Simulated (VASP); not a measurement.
Runs of VASP 6.6.1 on WC. The structure is that of space group P-6m2 (No. 187), or close to it. The cells are those of the table. 

```csv
cell,gap on the mesh (eV),pressure (GPa)
"a = 2.898, b = 2.898, c = 2.941 Å, angles 90.0, 90.0, 120.0°, 2 atoms",none,-14.8
"a = 3.014, b = 3.014, c = 2.715 Å, angles 90.0, 90.0, 120.0°, 2 atoms",none,(a)
"a = 2.898, b = 2.898, c = 2.715 Å, angles 90.0, 90.0, 120.0°, 2 atoms",none,22.4
"a = 3.014, b = 3.014, c = 2.601 Å, angles 90.0, 90.0, 120.0°, 2 atoms",none,13.9
"a = 2.782, b = 2.782, c = 2.941 Å, angles 90.0, 90.0, 120.0°, 2 atoms",none,(b)
"a = 3.130, b = 3.130, c = 2.601 Å, angles 90.0, 90.0, 120.0°, 2 atoms",none,-10.3
"a = 2.782, b = 2.782, c = 3.054 Å, angles 90.0, 90.0, 120.0°, 2 atoms",none,2.3
```

Alike in all rows: task single point; level PBEsol; potentials or basis VASP PAW PBE potentials, release 64 (W_sv, C); no spin polarisation; k mesh 24 × 24 × 22; cutoff (eV) 520; smearing gaussian 0.15 eV.

Estimate the missing entries.

(a) -8.0; (b) 18.9.

Caveats: the PAW data sets were made with another functional, which shifts forces and pressure a little; spin-orbit coupling is left out, which moves the levels of the heavy elements; the cell stands under tension (at least some runs); the cell stands under pressure (at least some runs).

A k mesh can miss the band edges, and the runs leave out spin-orbit coupling on W.

A gap of «none» marks levels without a gap at the run's occupations.
